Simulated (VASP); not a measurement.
# Ti3Al (P-6m2) in VASP: notebook, part 2 of 2

VASP 6.6.1. The steps go on from the part before.

## 4. Single point, PBE (volume 18.528 Å^3 an atom, c/a of the conventional cell 2.9655)

The input, INCAR:

```
SYSTEM = Ti3Al
  ALGO = Fast
  EDIFF = 1E-6
  ENCUT = 520
  GGA = PE
  ISIF = 2
  ISMEAR = 0
  LASPH = .TRUE.
  LCHARG = .FALSE.
  LREAL = .FALSE.
  LWAVE = .FALSE.
  NBANDS = 28
  NELM = 80
  PREC = Accurate
  SIGMA = 0.15
```

The input, KPOINTS:

```
k-points
0
G
  18 18 6
  0 0 0
```

The input, POSCAR:

```
Ti3Al
1.0
    3.0672793050      0.0000000000      0.0000000000
   -1.5336396525      2.6563417987      0.0000000000
    0.0000000000      0.0000000000      9.0960167791
Ti Al
3 1
Direct
    0.6666666667      0.3333333333      0.0000000000
    0.3333333333      0.6666666667      0.7504575700
    0.3333333333      0.6666666667      0.2495424300
    0.6666666667      0.3333333333      0.5000000000
```

Potentials or basis: VASP PAW PBE potentials, release 64 (Ti_sv, Al).

The run is started by

```bash
cat potpaw_PBE.64/Ti_sv/POTCAR potpaw_PBE.64/Al/POTCAR > POTCAR
mpirun -np 1 vasp_std > vasp.out
```

OUTCAR:

```text
SYSTEM = Ti3Al
   EDIFF = 1E-6
   ENCUT = 520
   GGA = PE
   ISIF = 2
   ISMEAR = 0
   LASPH = .TRUE.
   LREAL = .FALSE.
   NELM = 80
   PREC = Accurate

 ion  position               nearest neighbor table
   1  0.667  0.333  0.000-   2 2.88   3 2.88   2 2.88   3 2.88   2 2.88   3 2.88
   2  0.333  0.667  0.750-   1 2.88   1 2.88   1 2.88   4 2.89   4 2.89   4 2.89
   3  0.333  0.667  0.250-   1 2.88   1 2.88   1 2.88   4 2.89   4 2.89   4 2.89
   4  0.667  0.333  0.500-   2 2.89   3 2.89   2 2.89   3 2.89   2 2.89   3 2.89

[... 946 lines left out ...]
  Direction    XX          YY          ZZ          XY          YZ          ZX
  --------------------------------------------------------------------------------------
  -------------------------------------------------------------------------------------
  Total       -4.3327268     -4.3327268     -0.8480853      0.0000000      0.0000000      0.0000000
  in kB      -93.6662973    -93.6662973    -18.3341843      0.0000000      0.0000000      0.0000000
  external PRESSURE =     -68.5555929 kB  Pullay stress =       0.0000000 kB

 VOLUME and BASIS-vectors are now :
 -----------------------------------------------------------------------------
  energy-cutoff  :      520.00
  volume of cell :       74.11
      direct lattice vectors                 reciprocal lattice vectors
     3.067279305  0.000000000  0.000000000     0.326021826  0.188228789  0.000000000
    -1.533639653  2.656341799  0.000000000     0.000000000  0.376457578  0.000000000
     0.000000000  0.000000000  9.096016779     0.000000000  0.000000000  0.109938232

 POSITION                                       TOTAL-FORCE (eV/Angst)
 -----------------------------------------------------------------------------------
      1.53364      0.88545      0.00000         0.000000      0.000000      0.000000
     -0.00000      1.77089      6.82617         0.000000     -0.000000      0.102379
     -0.00000      1.77089      2.26984         0.000000     -0.000000     -0.102379
      1.53364      0.88545      4.54801        -0.000000      0.000000      0.000000
 -----------------------------------------------------------------------------------
    total drift:                                0.000000     -0.000000      0.000000

  FREE ENERGIE OF THE ION-ELECTRON SYSTEM (eV)
  ---------------------------------------------------
  free  energy   TOTEN  =       -27.5919210625 eV

  energy  without entropy=      -27.5470577651  energy(sigma->0) =      -27.56948941
```

stdout:

```text
POSCAR found type information on POSCAR TiAl
 POSCAR found :  2 types and       4 ions
 scaLAPACK will be used
 LDA part: xc-table for (Slater+PW92), standard interpolation
 POSCAR, INCAR and KPOINTS ok, starting setup
 FFT: planning ... GRIDC
 FFT: planning ... GRID_SOFT
 FFT: planning ... GRID
 WAVECAR not read
 entering main loop
WARNING in EDDRMM: call to ZHEGV failed, returncode =   6  3     22
WARNING in EDDRMM: call to ZHEGV failed, returncode =   6  3     15
WARNING in EDDRMM: call to ZHEGV failed, returncode =   8  4      7
WARNING in EDDRMM: call to ZHEGV failed, returncode =   8  4      7
WARNING in EDDRMM: call to ZHEGV failed, returncode =   6  3     16
WARNING in EDDRMM: call to ZHEGV failed, returncode =   8  4      5
WARNING in EDDRMM: call to ZHEGV failed, returncode =   8  4     15
WARNING in EDDRMM: call to ZHEGV failed, returncode =   8  4     15
WARNING in EDDRMM: call to ZHEGV failed, returncode =   6  3      6
WARNING in EDDRMM: call to ZHEGV failed, returncode =   6  3      7
WARNING in EDDRMM: call to ZHEGV failed, returncode =   6  3      9
WARNING in EDDRMM: call to ZHEGV failed, returncode =   8  4     15
WARNING in EDDRMM: call to ZHEGV failed, returncode =   8  4     24
WARNING in EDDRMM: call to ZHEGV failed, returncode =   6  3     14
WARNING in EDDRMM: call to ZHEGV failed, returncode =   6  3     15
WARNING in EDDRMM: call to ZHEGV failed, returncode =   6  3     22
WARNING in EDDRMM: call to ZHEGV failed, returncode =   6  3      4
WARNING in EDDRMM: call to ZHEGV failed, returncode =   8  4      8
WARNING in EDDRMM: call to ZHEGV failed, returncode =   8  4      4
WARNING in EDDRMM: call to ZHEGV failed, returncode =   8  4      4
WARNING in EDDRMM: call to ZHEGV failed, returncode =   6  3     10
```

Run time: 7.1 min. Hardware: 1 thread of Intel Xeon 6975P-C (Granite Rapids), shared host; peak memory 0.37 GiB.

Results:

* Free energy: -27.5919 eV
* Pressure: -6.9 GPa
* Largest force: 0.102 eV/Å

Forces in eV/Å, atoms in the order of the input:
```
Ti   0.000  0.000  0.000
Ti   0.000  0.000  0.102
Ti   0.000  0.000 -0.102
Al   0.000  0.000  0.000
```

Levels at points of the mesh, in eV from the Fermi level:
| k point | band 16 | band 17 | band 18 | band 19 | band 20 | band 21 | band 22 | band 23 | band 24 | band 25 |
| --- | --- | --- | --- | --- | --- | --- | --- | --- | --- | --- |
| (0.00, 0.00, 0.00) | -2.19 | -0.32 | 0.64 | 0.64 | 0.71 | 0.71 | 0.73 | 0.98 | 1.09 | 1.09 |
| (0.50, 0.00, 0.00) | -1.97 | -1.30 | -0.95 | -0.59 | -0.44 | 0.62 | 0.90 | 1.12 | 1.40 | 2.35 |
| (0.00, 0.00, 0.50) | -2.82 | -0.64 | 0.65 | 0.65 | 0.66 | 0.70 | 0.70 | 1.03 | 1.10 | 1.10 |
| (0.50, 0.00, 0.50) | -1.88 | -1.37 | -1.06 | -0.73 | -0.27 | 0.57 | 0.94 | 1.14 | 1.56 | 2.51 |

## 5. Summary

```csv
cell,gap on the mesh (eV),pressure (GPa),largest force (eV/Å)
"a = 2.829, b = 2.829, c = 10.693 Å, angles 90.0, 90.0, 120.0°, 4 atoms",none,-6.6,0.34
"a = 3.194, b = 3.194, c = 8.389 Å, angles 90.0, 90.0, 120.0°, 4 atoms",none,-5.1,0.02
"a = 3.067, b = 3.067, c = 9.096 Å, angles 90.0, 90.0, 120.0°, 4 atoms",none,-6.9,0.10
```

Alike in all rows: task single point; level PBE; potentials or basis VASP PAW PBE potentials, release 64 (Ti_sv, Al); no spin polarisation; k mesh 18 × 18 × 6; cutoff (eV) 520; smearing gaussian 0.15 eV.

Total energies depend on the potentials used, so only differences within one code and one set of settings carry meaning.
